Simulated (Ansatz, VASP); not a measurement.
## One calculation of SnO2, two programs

File POSCAR:

```
SnO2
1.0
    4.7918052200      0.0000000000      0.0000000000
    0.0000000000      4.7918052200      0.0000000000
    0.0000000000      0.0000000000      3.2240884300
O Sn
4 2
Direct
    0.3057000000      0.3057000000      0.0000000000
    0.1943000000      0.8057000000      0.5000000000
    0.6943000000      0.6943000000      0.0000000000
    0.8057000000      0.1943000000      0.5000000000
    0.0000000000      0.0000000000      0.0000000000
    0.5000000000      0.5000000000      0.5000000000
```

The input INCAR.step1:

```
SYSTEM = SnO2
ALGO = Normal ; EDIFF = 1E-4
ENCUT = 520 ; GGA = PE
ISMEAR = -1 ; LASPH = .TRUE.
LCHARG = .FALSE. ; LREAL = .FALSE.
LWAVE = .TRUE. ; NBANDS = 35
NELM = 100 ; PREC = Accurate
SIGMA = 0.0108
```

The input INCAR.step2:

```
SYSTEM = SnO2
ALGO = Normal ; EDIFF = 1E-6
ENCUT = 520 ; ISIF = 2
ISMEAR = -1 ; ISTART = 1
LASPH = .TRUE. ; LCHARG = .FALSE.
LMIXTAU = .TRUE. ; LREAL = .FALSE.
LWAVE = .FALSE. ; METAGGA = R2SCAN
NBANDS = 35 ; NELM = 100
PREC = Accurate ; SIGMA = 0.0108
```

The input KPOINTS:

```
k-points
0
G
  6 6 8
  0 0 0
```

Input for Ansatz:

```yaml
crystal:
  lattice:
    - [4.79180522, 0.0, 0.0]
    - [0.0, 4.79180522, 0.0]
    - [0.0, 0.0, 3.22408843]
  atoms:
    - { symbol: O, position: [0.3057, 0.3057, 0.0] }
    - { symbol: O, position: [0.1943, 0.8057, 0.5] }
    - { symbol: O, position: [0.6943, 0.6943, 0.0] }
    - { symbol: O, position: [0.8057, 0.1943, 0.5] }
    - { symbol: Sn, position: [0.0, 0.0, 0.0] }
    - { symbol: Sn, position: [0.5, 0.5, 0.5] }
  symmetry: { tolerance: 0.0003 }
kpoints:
  mp_grid: { grid: [6, 6, 8], shift: [0, 0, 0] }
  band_path:
    path:
      - [0.0, 0.0, 0.0]
      - [0.0, 0.5, 0.0]
      - [0.5, 0.5, 0.0]
      - [0.0, 0.0, 0.0]
      - [0.0, 0.0, 0.5]
      - [0.0, 0.5, 0.5]
      - [0.5, 0.5, 0.5]
      - [0.0, 0.0, 0.5]
      - [0.0, 0.5, 0.0]
      - [0.0, 0.5, 0.5]
      - [0.5, 0.5, 0.0]
    npoints: 7
magnetization:
  spin_polarized: false
scf:
  occupations: { method: fermi_dirac, width: 0.0108 }
  lower_state_search: "off"
  max_iter: 200
hamiltonian:
  pseudopotentials: { kind: paw }
  xc: r2scan
basis:
  ecutwfc: 500
  fft_grid_basis: typed
output:
  forces: true
  stress: true
  eigenvalues: true
  bader: true
  populations: true
  elf: true
  write_potential: true
  volumetric_format: npy
  dos:
    e_range: [-12, 8]
    de: 0.05
    projected: { site_lists: { O: [O], Sn: [Sn] } }
  write_density: true
checkpoint:
  read: saved_state
```

Alike in both runs: task single point; functional r2SCAN; k mesh 6 × 6 × 8; occupations fermi-dirac, width 0.0108 eV; no spin polarisation.

```csv
,VASP,Ansatz
version,VASP 6.6.1,Ansatz 0.2.0
potentials or method,"VASP PAW PBE potentials, release 64 (O, Sn_d), cutoff 520 eV",PAW plane waves
valence electrons in the cell,52,52
```

```tsv
	VASP	Ansatz	Ansatz less VASP
gap on the k mesh at the Fermi level (eV)	1.54	1.52	-0.024
pressure (GPa)	-3.3	-4.3	-1.00
traceless stress, the component that is largest in VASP (GPa)	-0.60	-0.89	-0.296
rms of the force components (eV/Å)	0.036	0.048	+0.0119
```

VASP's potentials were made for PBE, not for r2SCAN. Atom by atom the forces differ by 0.012 eV/Å (rms over components). With one functional, cell and mesh, what is left measures potentials, basis and numerics.
